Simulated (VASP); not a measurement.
A run of VASP 6.6.1 is set up as follows.

Contents of INCAR:

```
SYSTEM = MgI2
ALGO     = Normal         ! electronic algorithm
EDIFF    = 1E-7           ! SCF threshold, eV
EDIFFG   = -0.005         ! ionic threshold
ENCUT    = 600            ! plane-wave cutoff, eV
GGA      = PE             ! functional
IBRION   = 2              ! ionic algorithm
ISIF     = 3              ! what is computed and relaxed
ISMEAR   = -1             ! smearing method
LASPH    = .True.         ! aspherical terms in the spheres
LCHARG   = .False.        ! write CHGCAR
LREAL    = .False.        ! projectors in reciprocal space
LWAVE    = .False.        ! write WAVECAR
NELM     = 100            ! most SCF steps
NSW      = 100            ! ionic steps
PREC     = Accurate       ! precision mode
SIGMA    = 0.05           ! smearing width, eV
```

KPOINTS

```
k-points
0
Gamma
  10 10 5
  0 0 0
```

File POSCAR:

```
MgI2
1.0
    4.0248451111      0.0000000000      0.0000000000
   -2.0124225555      3.4856181125      0.0000000000
    0.0000000000      0.0000000000      6.4397521777
Mg I
1 2
Direct
    0.0000000000      0.0000000000      0.0000000000
    0.3333333333      0.6666666667      0.2500000000
    0.6666666667      0.3333333333      0.7500000000
```

Potentials or basis: VASP PAW PBE potentials, release 64 (Mg, I).

Launch:

```sh
$ cat potpaw_PBE.64/Mg/POTCAR potpaw_PBE.64/I/POTCAR > POTCAR
$ mpirun -np 1 vasp_std > vasp.out
```

Problem. Estimate the relaxed volume.

Solution. 39.43 Å³/atom.

Problem. Predict the relaxed cell.

Solution. a = 4.204 Å, b = 4.204 Å, c = 7.730 Å, α = 90.00°, β = 90.00°, γ = 120.00°.

Step by step:
```
step  energy change (eV)  largest force (eV/Å)  pressure (GPa)  volume (Å³)
   1              0.0000                0.4393            5.59        90.34
   2             -0.1971                0.3989           -0.45       104.79
   3             -0.2011                0.3078            0.15       102.73
   4             -0.2010                0.3197            0.07       102.99
   5             -0.2103                0.2770            0.05       103.71
   6             -0.2310                0.1558            0.02       105.87
   7             -0.2461                0.0641            0.09       110.27
   8             -0.2576                0.0201           -0.11       112.32
   9             -0.2609                0.1172           -0.29       114.54
  10             -0.2610                0.0979           -0.26       114.11
  11             -0.2609                0.0179            0.44       112.69
  12             -0.2628                0.0417            0.08       113.41
  13             -0.2636                0.0174            0.09       113.90
  14             -0.2640                0.0136            0.11       114.51
  15             -0.2644                0.0158           -0.06       115.62
  16             -0.2644                0.0146           -0.06       115.58
  17             -0.2648                0.0208           -0.06       115.93
  18             -0.2652                0.0292           -0.05       116.40
  19             -0.2653                0.0457           -0.04       117.34
  20             -0.2654                0.0399           -0.05       117.03
  21             -0.2656                0.0022            0.10       117.03
  22             -0.2656                0.0072            0.07       117.03
  23             -0.2659                0.0014            0.04       117.69
  24             -0.2659                0.0066            0.02       118.07
  25             -0.2660                0.0098           -0.04       118.47
  26             -0.2660                0.0059           -0.03       118.38
  27             -0.2660                0.0037           -0.02       118.33
  28             -0.2660                0.0043            0.01       118.29
```

Caveat: the volume moved by over 15 % at a fixed basis, so the end points are rough; this functional lacks dispersion, which binds layers or chains, so the pressure and a relaxed spacing across them are unreliable.
